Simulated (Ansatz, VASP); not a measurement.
Two plane-wave programs on BAs

File POSCAR:

```
BAs
1.0
    0.0000000000      2.3918676041      2.3918676041
    2.3918676041      0.0000000000      2.3918676041
    2.3918676041      2.3918676041      0.0000000000
B As
1 1
Direct
    0.0000000000      0.0000000000      0.0000000000
    0.2500000000      0.2500000000      0.2500000000
```

INCAR.step1

```
SYSTEM = BAs
PREC     = Accurate       ! precision mode
ENCUT    = 520            ! plane-wave cutoff, eV
ISMEAR   = -1             ! smearing method
SIGMA    = 0.02           ! smearing width, eV
LREAL    = .False.        ! projectors in reciprocal space
LASPH    = .True.         ! aspherical terms in the spheres
NELM     = 150            ! most SCF steps
MAGMOM   = 0 0 0 0 0 0    ! initial moments
LSORBIT  = .True.         ! spin-orbit coupling
GGA_COMPAT= .False.      
NBANDS   = 20             ! bands
GGA      = PE             ! functional
ALGO     = Normal         ! electronic algorithm
EDIFF    = 1E-4           ! SCF threshold, eV
LWAVE    = .True.         ! write WAVECAR
LCHARG   = .False.        ! write CHGCAR
```

File INCAR.step2:

```
SYSTEM = BAs
PREC     = Accurate       ! precision mode
ENCUT    = 520            ! plane-wave cutoff, eV
EDIFF    = 1E-7           ! SCF threshold, eV
ISMEAR   = -1             ! smearing method
SIGMA    = 0.02           ! smearing width, eV
LREAL    = .False.        ! projectors in reciprocal space
LASPH    = .True.         ! aspherical terms in the spheres
NELM     = 150            ! most SCF steps
ALGO     = Normal         ! electronic algorithm
ISIF     = 2              ! what is computed and relaxed
LWAVE    = .False.        ! write WAVECAR
LCHARG   = .False.        ! write CHGCAR
MAGMOM   = 0 0 0 0 0 0    ! initial moments
LORBIT   = 11             ! projections on sites
LSORBIT  = .True.         ! spin-orbit coupling
GGA_COMPAT= .False.      
LORBMOM  = .True.       
METAGGA  = R2SCAN         ! meta-GGA
LMIXTAU  = .True.       
NBANDS   = 20             ! bands
ISTART   = 1
```

KPOINTS

```
Automatic mesh
0
Gamma
  10 10 10
  0 0 0
```

Input for Ansatz:

```yaml
crystal:
  lattice:
    - [0.0, 2.3918676041, 2.3918676041]
    - [2.3918676041, 0.0, 2.3918676041]
    - [2.3918676041, 2.3918676041, 0.0]
  atoms:
    - { symbol: B, position: [0.0, 0.0, 0.0] }
    - { symbol: As, position: [0.25, 0.25, 0.25] }
kpoints:
  mp_grid: { grid: [10, 10, 10] }
  band_path:
    path:
      - [0.0, 0.0, 0.0]
      - [-0.5, -0.5, 0.0]
      - [-0.375, -0.375, 0.25]
      - [-0.375, 0.0, 0.375]
      - [0.0, 0.0, 0.5]
      - [-0.5, -0.25, 0.25]
      - [0.0, 0.398437, 0.398438]
    npoints: 1
hamiltonian:
  xc: r2scan
scf:
  occupations: { method: fermi_dirac, width: 0.02 }
  n_extra_bands: 8
magnetization:
  noncollinear: true
  spin_orbit: true
output:
  forces: true
  stress: true
  eigenvalues: true
```

Alike in both runs: task single point; functional r2SCAN; k mesh 10 × 10 × 10; occupations fermi-dirac, width 0.02 eV; non-collinear spin, spin-orbit coupling.

|  | VASP | Ansatz |
| --- | --- | --- |
| version | VASP 6.6.1 | Ansatz 0.2.0 |
| potentials or method | VASP PAW PBE potentials, release 64 (B, As) | plane waves, PAW |
| plane-wave cutoff (eV) | 520 | 500 |
| valence electrons in the cell | 8 | 18 |

|  | VASP | Ansatz | Ansatz less VASP |
| --- | --- | --- | --- |
| pressure (GPa) | 0.3 | 0.0 | -0.25 |

VASP's potentials were made for PBE, not for r2SCAN. With one functional, cell and mesh, what is left measures potentials, basis and numerics. VASP's potentials hold 8 valence electrons a cell and Ansatz's 18, so a difference there can come from the potentials and not from the codes.
